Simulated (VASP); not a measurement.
Runs of VASP 6.6.1 on VN2. The structure is that of space group I4/mcm (No. 140), or close to it. The cells are those of the table. 

```csv
cell,gap on the mesh (eV),pressure (GPa),largest force (eV/Å)
"a = 3.974 Å, angles 110.6, 110.6, 107.1°, 6 atoms",none,-14.7,0.53
"a = 3.952 Å, angles 115.8, 115.8, 97.4°, 6 atoms",none,(a),0.41
"a = 3.911 Å, angles 115.1, 115.1, 98.8°, 6 atoms",none,12.1,0.51
"a = 3.891 Å, angles 112.8, 112.8, 103.0°, 6 atoms",none,8.8,0.15
"a = 4.010 Å, angles 115.0, 115.0, 98.8°, 6 atoms",none,-11.9,0.19
"a = 3.989 Å, angles 112.8, 112.8, 103.0°, 6 atoms",none,-14.7,0.37
```

Alike in all rows: task single point; level PBE; potentials or basis VASP PAW PBE potentials, release 64 (V_sv, N); no spin polarisation; k mesh 16 × 16 × 16; cutoff (eV) 520; smearing gaussian 0.15 eV.

Task: Estimate the missing entries.

Result: (a) 4.9.

Caveats: the run has no spin polarisation, though such a crystal can be magnetic; the stress differs along the axes, from -36 to 27 GPa (at least some runs); the stress differs along the axes, from -17 to 16 GPa (at least some runs); the stress differs along the axes, from -4 to 20 GPa (at least some runs); the stress differs along the axes, from 4 to 18 GPa (at least some runs); the stress differs along the axes, from -23 to -6 GPa (at least some runs); the stress differs along the axes, from -20 to -5 GPa (at least some runs).

A gap of «none» marks levels without a gap at the run's occupations.
